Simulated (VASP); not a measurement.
A run of VASP 6.6.1 is set up as follows.

INCAR

```
PREC     = Accurate       # precision mode
ENCUT    = 420            # plane-wave cutoff, eV
EDIFF    = 1E-6           # SCF threshold, eV
ISMEAR   = 0              # smearing method
SIGMA    = 0.03           # smearing width, eV
LREAL    = F              # projectors in reciprocal space
LASPH    = T              # aspherical terms in the spheres
NELM     = 120            # most SCF steps
ALGO     = Normal         # electronic algorithm
ISIF     = 2              # what is computed and relaxed
LWAVE    = F              # write WAVECAR
LCHARG   = F              # write CHGCAR
LDIPOL   = T            
IDIPOL   = 3            
DIPOL    = 0.5 0.5 0.500
GGA      = PE             # functional
NBANDS   = 11             # bands
GGA_COMPAT= F            
NELMDL   = -8
```

Contents of KPOINTS:

```
Automatic mesh
0
Gamma
  12 12 1
```

POSCAR

```
BP
1.0
    3.2000000000      0.0000000000      0.0000000000
   -1.6000000000      2.7712812921      0.0000000000
    0.0000000000      0.0000000000     14.0000000000
B P
1 1
Direct
    0.3333330000      0.6666670000      0.5000000000
    0.6666670000      0.3333330000      0.5000000000
```

Potentials or basis: VASP PAW PBE potentials, release 64 (B, P).

The run is started by

```bash
$ cat potpaw_PBE.64/B/POTCAR potpaw_PBE.64/P/POTCAR > POTCAR
$ mpirun -np 1 vasp_std > vasp.out
```

Question: Estimate the band gap on the k mesh.

Answer: 0.89 eV.
